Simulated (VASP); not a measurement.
Write the native input for VASP 6.6.1 that does the following.

```
Task                   : single point
Functional             : LDA
Potentials or basis    : VASP PAW LDA potentials, release 64 (Ca_sv)
Cutoff                 : 500 eV
k mesh                 : 5 × 5 × 5
Occupations            : fermi-dirac, width 0.1 eV
Spin                   : no spin polarisation
Dipole correction      : no
Further INCAR settings : ALGO = Normal; EDIFF = 1e-06; NBANDS = 17
```

The structure of Ca lies in POSCAR:

```
Ca
1.0
    0.0000000000      4.1318172437      4.1318172437
    4.1318172437      0.0000000000      4.1318172437
    4.1318172437      4.1318172437      0.0000000000
Ca
2
Direct
    0.0000000000      0.0000000000      0.0000000000
    0.2500000000      0.2500000000      0.2500000000
```

This isn't the form of Ca at room conditions, which is fcc.

The input as run:

INCAR

```
SYSTEM = Ca
ALGO = Normal
EDIFF = 1E-6
ENCUT = 500
GGA_COMPAT = .False.
ISIF = 2
ISMEAR = -1
LASPH = .True.
LCHARG = .False.
LREAL = .False.
LWAVE = .False.
NBANDS = 17
NELM = 120
PREC = Accurate
SIGMA = 0.1
```

KPOINTS

```
k-points
0
Gamma
  5 5 5
  0 0 0
```

Potentials or basis: VASP PAW LDA potentials, release 64 (Ca_sv).

Command:

```console
$ cat potpaw_LDA.64/Ca_sv/POTCAR > POTCAR
$ mpirun -np 1 vasp_std > vasp.out
```

It gave:

```
Pressure               : 0.0 GPa
Band gap on the k mesh : zero (bands 10 and 11 overlap by 0.77 eV)
```

Run time: 28 s on 1 thread of Intel Xeon 8259CL, with other jobs on the host, peak memory 0.23 GiB.
